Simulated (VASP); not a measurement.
# W (Fm-3m) in VASP: notebook

W is run at these levels: r2SCAN; tasks: single point.

All numbers are computed with VASP 6.6.1; they aren't measurements. Logs are shortened: lines on timing, memory, paths and dates and some standing lists are left out, and cuts for length are marked.

### 1 The cell of the first run

The structure is cubic, space group Fm-3m (No. 225). Conventional cell: a = 4.060 Å, b = 4.060 Å, c = 4.060 Å, α = 90.00°, β = 90.00°, γ = 90.00°. Within 3.8 Å of W (site symmetry m-3m) lie 12 W at 2.87 Å.

### 2 Single point, r2SCAN

Contents of POSCAR:

```
W
1.0
    0.0000000000      2.0300000000      2.0300000000
    2.0300000000      0.0000000000      2.0300000000
    2.0300000000      2.0300000000      0.0000000000
W
1
Direct
    0.0000000000      0.0000000000      0.0000000000
```

Contents of INCAR.step1:

```
SYSTEM = W
PREC     = Accurate       ! precision mode
ENCUT    = 520            ! plane-wave cutoff, eV
ISMEAR   = -1             ! smearing method
SIGMA    = 0.1            ! smearing width, eV
LREAL    = .False.        ! projectors in reciprocal space
LASPH    = .True.         ! aspherical terms in the spheres
NELM     = 80             ! most SCF steps
NBANDS   = 13             ! bands
GGA      = PE             ! functional
ALGO     = Normal         ! electronic algorithm
EDIFF    = 1E-4           ! SCF threshold, eV
LWAVE    = .True.         ! write WAVECAR
LCHARG   = .False.        ! write CHGCAR
```

Contents of INCAR.step2:

```
SYSTEM = W
PREC     = Accurate       ! precision mode
ENCUT    = 520            ! plane-wave cutoff, eV
EDIFF    = 1E-6           ! SCF threshold, eV
ISMEAR   = -1             ! smearing method
SIGMA    = 0.1            ! smearing width, eV
LREAL    = .False.        ! projectors in reciprocal space
LASPH    = .True.         ! aspherical terms in the spheres
NELM     = 80             ! most SCF steps
ALGO     = Normal         ! electronic algorithm
ISIF     = 2              ! what is computed and relaxed
LWAVE    = .False.        ! write WAVECAR
LCHARG   = .False.        ! write CHGCAR
METAGGA  = R2SCAN         ! meta-GGA
LMIXTAU  = .True.       
NBANDS   = 13             ! bands
ISTART   = 1
```

Contents of KPOINTS:

```
Automatic mesh
0
Gamma
  12 12 12
  0 0 0
```

Potentials or basis: VASP PAW PBE potentials, release 64 (W_sv).

On the command line:

```bash
$ cat potpaw_PBE.64/W_sv/POTCAR > POTCAR
$ cp INCAR.step1 INCAR
$ mpirun -np 1 vasp_std > vasp.out
$ cp INCAR.step2 INCAR
$ mpirun -np 1 vasp_std > vasp.out
```

OUTCAR:

```text
SYSTEM = W
   PREC = Accurate
   ENCUT = 520
   EDIFF = 1E-6
   ISMEAR = -1
   LREAL = .False.
   LASPH = .True.
   NELM = 80
   ISIF = 2
   METAGGA = R2SCAN
   ISTART = 1

 ion  position               nearest neighbor table
   1  0.000  0.000  0.000-

  LATTYP: Found a face centered cubic cell.
 ALAT       =     4.0600000000

  Lattice vectors:

 A1 = (   0.0000000000,   2.0300000000,   2.0300000000)
 A2 = (   2.0300000000,   0.0000000000,   2.0300000000)
 A3 = (   2.0300000000,   2.0300000000,   0.0000000000)

Analysis of symmetry for initial positions (statically):
=====================================================================
 Subroutine PRICEL returns:
 Original cell was already a primitive cell.

 Routine SETGRP: Setting up the symmetry group for a
 face centered cubic supercell.

 Subroutine GETGRP returns: Found 48 space group operations
 (whereof 48 operations were pure point group operations)
 out of a pool of 48 trial point group operations.

The static configuration has the point symmetry O_h .

Analysis of symmetry for dynamics (positions and initial velocities):
=====================================================================
 Subroutine PRICEL returns:
 Original cell was already a primitive cell.

 Routine SETGRP: Setting up the symmetry group for a
 face centered cubic supercell.

 Subroutine GETGRP returns: Found 48 space group operations
 (whereof 48 operations were pure point group operations)
 out of a pool of 48 trial point group operations.

The dynamic configuration has the point symmetry O_h .

 Subroutine INISYM returns: Found 48 space group operations
 (whereof 48 operations are pure point group operations),
 and found     1 'primitive' translations

----------------------------------------------------------------------------------------

                                     Primitive cell

  volume of cell :      16.7309

  direct lattice vectors                    reciprocal lattice vectors
     0.000000000  2.030000000  2.030000000    -0.246305419  0.246305419  0.246305419
     2.030000000  0.000000000  2.030000000     0.246305419 -0.246305419  0.246305419
     2.030000000  2.030000000  0.000000000     0.246305419  0.246305419 -0.246305419

  length of vectors
     2.870853532  2.870853532  2.870853532     0.426613499  0.426613499  0.426613499

  position of ions in fractional coordinates (direct lattice)
     0.000000000  0.000000000  0.000000000

  ion indices of the primitive-cell ions
[... 75 lines left out ...]
   LREAL  =      F    real-space projection
   EDIFFG = 0.1E-04   stopping-criterion for IOM
   NSW    =      0    number of steps for IOM
   IBRION =     -1    ionic relax: 0-MD 1-quasi-New 2-CG
   NFREE  =      0    steps in history (QN), initial steepest desc. (CG)
   ISIF   =      2    stress and relaxation
   ISYM   =      2    0-nonsym 1-usesym 2-fastsym
   POTIM  = 0.5000    time-step for ionic-motion
   TEBEG  =    0.0;   TEEND  =   0.0 temperature during run
   PSTRESS=    0.0 pullay stress
   NELECT =      14.0000    total number of electrons
   NUPDOWN=      -1.0000    fix difference up-down
   EMIN   =  10.00;   EMAX   =-10.00  energy-range for DOS
   EFERMI =   0.00;   METHOD = LEGACY
   ISMEAR =    -1;   SIGMA  =   0.10  broadening in eV -4-tet -1-fermi 0-gaus
   EFERMI_NEDOS =   21; number of points for ismear=-14 and -15
   IALGO  =     38    algorithm
   IMIX   =      4    mixing-type and parameters
     AMIX     =   0.40;   BMIX     =  1.00
     AMIX_MAG =   1.60;   BMIX_MAG =  1.00
  volume/ion in A,a.u.               =      16.73       112.91
  Fermi-wavevector in a.u.,A,eV,Ry     =   1.542688  2.915258 32.380324  2.379887
  Thomas-Fermi vector in A             =   2.648457
   LORBIT       =      0    0 simple, 1 ext, 2 COOP (PROOUT), +10 PAW based schemes
   METAGGA = R2SCAN    functional components
   LHFCALC =     F    Hartree Fock is set to
   AEXX    =    0.0000 exact exchange contribution
   IVDW    =     0    specifies the selected vdW correction
   LEPSILON=     F    determine dielectric tensor
   LRPA    =     F    only Hartree local field effects (RPA)
 non-spin polarized calculation
  energy-cutoff  :      520.00
  volume of cell :       16.73
 maximum number of plane-waves:       464
 NGX is ok and might be reduce to    24
   NGX = 11   NGY = 11   NGZ = 11

 number of electron      14.0000002 magnetization

 Free energy of the ion-electron system (eV)
  ---------------------------------------------------
  ext. energy  EPLUGINS =         0.00000000
  ---------------------------------------------------
  free energy    TOTEN  =       -50.80359890 eV

  energy without entropy =      -50.76313239  energy(sigma->0) =      -50.78336564

 E-fermi :  10.1259     XC(G=0): -14.6064

 val. band max:       10.1135113156   @ k =   0.3333   0.0833   0.0000
 cond. band min:      10.1302689346   @ k =   0.2500   0.1667   0.0000
 fundamental gap:      0.0167576190
 Fermi energy:        10.1258507112

 k-point     1 :       0.0000    0.0000    0.0000
  band No.  band energies     occupation
      1     -65.5671      2.00000
      2     -28.5297      2.00000
      3     -28.5297      2.00000
      4     -28.5297      2.00000
      5       0.6978      2.00000
      6       9.5166      1.99549
      7       9.5166      1.99549
      8       9.5166      1.99549
      9      12.8187      0.00000
     10      12.8187      0.00000
     11      23.4173      0.00000
     12      28.9933      0.00000
     13      28.9933      0.00000
[... 354 lines left out ...]
  band No.  band energies     occupation
      1     -65.4460      2.00000
      2     -29.5707      2.00000
      3     -28.8951      2.00000
      4     -28.7250      2.00000
      5       5.3027      2.00000
      6       8.1145      2.00000
      7       9.4661      1.99727
      8      10.2728      0.37397
      9      14.6031      0.00000
     10      16.9955      0.00000
     11      20.1816      0.00000
     12      25.3358      0.00000
     13      28.1885      0.00000

 [... further k-points ...]
[... 5 lines left out ...]
  --------------------------------------------------------------------------------------
  -------------------------------------------------------------------------------------
  Total       -0.8464809     -0.8464809     -0.8464809      0.0000000      0.0000000      0.0000000
  in kB      -81.0605664    -81.0605664    -81.0605664      0.0000000      0.0000000      0.0000000
  external PRESSURE =     -81.0605664 kB  Pullay stress =       0.0000000 kB

 VOLUME and BASIS-vectors are now :
 -----------------------------------------------------------------------------
  energy-cutoff  :      520.00
  volume of cell :       16.73
      direct lattice vectors                 reciprocal lattice vectors
     0.000000000  2.030000000  2.030000000    -0.246305419  0.246305419  0.246305419
     2.030000000  0.000000000  2.030000000     0.246305419 -0.246305419  0.246305419
     2.030000000  2.030000000  0.000000000     0.246305419  0.246305419 -0.246305419

 POSITION                                       TOTAL-FORCE (eV/Angst)
 -----------------------------------------------------------------------------------
      0.00000      0.00000      0.00000        -0.000000      0.000000      0.000000
 -----------------------------------------------------------------------------------
    total drift:                                0.000000      0.000000     -0.000000

  FREE ENERGIE OF THE ION-ELECTRON SYSTEM (eV)
  ---------------------------------------------------
  free  energy   TOTEN  =       -50.8035988992 eV

  energy  without entropy=      -50.7631323867  energy(sigma->0) =      -50.78336564
```

OUTCAR.step1:

```text
SYSTEM = W
   PREC = Accurate
   ENCUT = 520
   ISMEAR = -1
   LREAL = .False.
   LASPH = .True.
[... 599 lines left out ...]

 POSITION                                       TOTAL-FORCE (eV/Angst)
 -----------------------------------------------------------------------------------
      0.00000      0.00000      0.00000         0.000000      0.000000      0.000000
 -----------------------------------------------------------------------------------
    total drift:                               -0.000000      0.000000      0.000000

  FREE ENERGIE OF THE ION-ELECTRON SYSTEM (eV)
  ---------------------------------------------------
  free  energy   TOTEN  =       -12.4892292336 eV

  energy  without entropy=      -12.4469971071  energy(sigma->0) =      -12.46811317
```

OSZICAR.step1:

```text
N       E                     dE             d eps       ncg     rms          rms(c)
DAV:   1     0.851400064092E+02    0.85140E+02   -0.74689E+03  1877   0.122E+03
DAV:   2    -0.114520307141E+02   -0.96592E+02   -0.92777E+02  2102   0.316E+02
DAV:   3    -0.131148753499E+02   -0.16628E+01   -0.16547E+01  2067   0.402E+01
DAV:   4    -0.131225583172E+02   -0.76830E-02   -0.76826E-02  2092   0.303E+00
DAV:   5    -0.131226300065E+02   -0.71689E-04   -0.71690E-04  2107   0.273E-01    0.183E+01
DAV:   6    -0.126154523610E+02    0.50718E+00   -0.44593E-01  2017   0.876E+00    0.699E+00
DAV:   7    -0.124933721882E+02    0.12208E+00   -0.20744E-01  2062   0.562E+00    0.580E-01
DAV:   8    -0.124892709671E+02    0.41012E-02   -0.40599E-03  1897   0.815E-01    0.703E-02
DAV:   9    -0.124892292336E+02    0.41733E-04   -0.94176E-05  1471   0.118E-01
   1 F= -.12489229E+02 E0= -.12468113E+02  d E =-.422321E-01
```

Run time: 91 s. Hardware: 1 thread of Intel Xeon 8259CL, shared host; peak memory 0.16 GiB.

Results:

```yaml
Free_energy: -50.8036 eV
Pressure: -8.1 GPa
Band_gap_on_the_k_mesh: zero (band 7 reaches 12.98 eV, above the bottom of band 8 at 9.52 eV)
```

Caveat: the PAW data sets were made with another functional, which shifts forces and pressure a little; spin-orbit coupling is left out, which moves the levels of the heavy elements.

### 3 Single point, r2SCAN

This run uses another cell than the first one, of 17.07 Å³/atom, 1.020 times its volume.

Contents of POSCAR:

```
W
1.0
    0.0000000000      2.0434441004      2.0434441004
    2.0434441004      0.0000000000      2.0434441004
    2.0434441004      2.0434441004      0.0000000000
W
1
Direct
    0.0000000000      0.0000000000      0.0000000000
```

Contents of INCAR.step1:

```
PREC = Accurate
ENCUT = 520
ISMEAR = -1
SIGMA = 0.1
LREAL = False
LASPH = True
NELM = 100
NBANDS = 13
GGA = PE
ALGO = Normal
EDIFF = 1E-4
LWAVE = True
LCHARG = False
```

Contents of INCAR.step2:

```
PREC = Accurate
ENCUT = 520
EDIFF = 1E-6
ISMEAR = -1
SIGMA = 0.1
LREAL = False
LASPH = True
NELM = 100
ALGO = Normal
ISIF = 2
LWAVE = False
LCHARG = True
METAGGA = R2SCAN
LMIXTAU = True
LELF = True
LVHAR = True
NBANDS = 13
ISTART = 1
```

Contents of KPOINTS:

```
Automatic mesh
0
Gamma
  12 12 12
```

Potentials or basis: VASP PAW PBE potentials, release 64 (W_sv).

On the command line:

```bash
$ cat potpaw_PBE.64/W_sv/POTCAR > POTCAR
$ cp INCAR.step1 INCAR
$ mpirun -np 1 vasp_std > vasp.out
$ cp INCAR.step2 INCAR
$ mpirun -np 1 vasp_std > vasp.out
```

Wall time 88 s (1 thread of Intel Xeon 8259CL, shared host); peak memory 0.15 GiB.

Results (log left out):

| Item | Value |
| --- | --- |
| Free energy | -50.7815 eV |
| Pressure | -13.1 GPa |
| Band gap on the k mesh | zero (band 7 reaches 12.61 eV, above the bottom of band 8 at 9.27 eV) |

Levels at points of the mesh, in eV from the Fermi level:
```tsv
k point	band 3	band 4	band 5	band 6	band 7	band 8	band 9	band 10	band 11	band 12
(0.00, 0.00, 0.00)	-38.72	-38.72	-9.32	-0.59	-0.59	-0.59	2.63	2.63	13.26	18.74
(0.50, 0.00, 0.00)	-38.87	-38.87	-5.73	-0.73	-0.73	0.29	4.95	4.95	10.18	12.89
(0.50, 0.50, 0.00)	-39.11	-39.11	-5.49	-4.58	2.74	4.99	5.59	5.59	11.91	11.91
```

Caveat: the PAW data sets were made with another functional, which shifts forces and pressure a little; spin-orbit coupling is left out, which moves the levels of the heavy elements.
